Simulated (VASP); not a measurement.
# Ta16HC: single point with PBEsol

The system is Ta16HC, a slab with vacuum.

```
CELL_PARAMETERS angstrom
6.62000 0.00000 0.00000
0.00000 6.62000 0.00000
0.00000 0.00000 17.96500
ATOMIC_POSITIONS crystal
Ta 0.25000 0.25000 0.05566
Ta 0.75000 0.25000 0.05566
Ta 0.25000 0.75000 0.05566
Ta 0.75000 0.75000 0.05566
Ta 0.99790 0.00030 0.12629
Ta 0.52539 0.99112 0.13908
Ta 0.99505 0.49532 0.13629
Ta 0.49650 0.51178 0.13463
Ta 0.26532 0.24079 0.22925
Ta 0.73855 0.26610 0.22701
Ta 0.21976 0.76492 0.22937
Ta 0.75474 0.74881 0.22849
Ta 0.98949 0.02326 0.31678
Ta 0.48908 0.02208 0.32091
Ta 0.99671 0.50130 0.31051
Ta 0.48524 0.50169 0.31431
C 0.76689 0.23589 0.35152
H 0.68958 0.17882 0.40125
```

```json
{"Program": "VASP 6.6.1", "Task": "single point", "Functional": "PBEsol", "Potentials or basis": "VASP PAW PBE potentials, release 64 (Ta_pv, C, H)", "Cutoff": "520 eV", "k mesh": "3 × 3 × 1", "Occupations": "fermi-dirac, width 0.05 eV", "Spin": "no spin polarisation", "Dipole correction": "no", "Further INCAR settings": "LREAL = Auto; ALGO = Normal; EDIFF = 1e-06; NBANDS = 106"}
```

- Largest force: 2.502 eV/Å
- Band gap on the k mesh: zero (an odd number of electrons rules out a gap without spin polarisation)

Forces in eV/Å, atoms in the order of the input:
```
Ta   0.671 -0.024  0.021
Ta  -0.401  0.238 -0.216
Ta   0.252 -0.039 -0.098
Ta  -0.019 -0.393 -0.611
Ta   0.308  0.244  1.769
Ta  -2.346  0.859 -0.135
Ta   0.407  0.568  0.125
Ta   0.058 -0.668  0.581
Ta  -1.238  0.707 -0.423
Ta   0.827 -1.216 -0.885
Ta   2.313 -0.407 -0.254
Ta  -0.598  0.490  0.455
Ta  -0.074 -0.347 -0.126
Ta   0.555 -0.390 -0.692
Ta  -0.573 -0.838  0.828
Ta   0.280  0.165 -0.097
C   -0.017  1.141 -1.506
H   -0.405 -0.090  1.265
```

Levels at points of the mesh, in eV from the Fermi level:
```tsv
k point	band 86	band 87	band 88	band 89	band 90	band 91	band 92	band 93	band 94	band 95
(0.00, 0.00, 0.00)	-0.17	-0.11	-0.06	-0.03	0.03	0.09	0.17	0.24	0.31	0.47
```

Run time: 17 min on 1 thread of Intel(R) Xeon(R) Platinum 8488C (Sapphire Rapids) (shared host), peak memory 0.85 GiB.

Caveat: the PAW data sets were made with another functional, which shifts forces and pressure a little; spin-orbit coupling is left out, which moves the levels of the heavy elements.
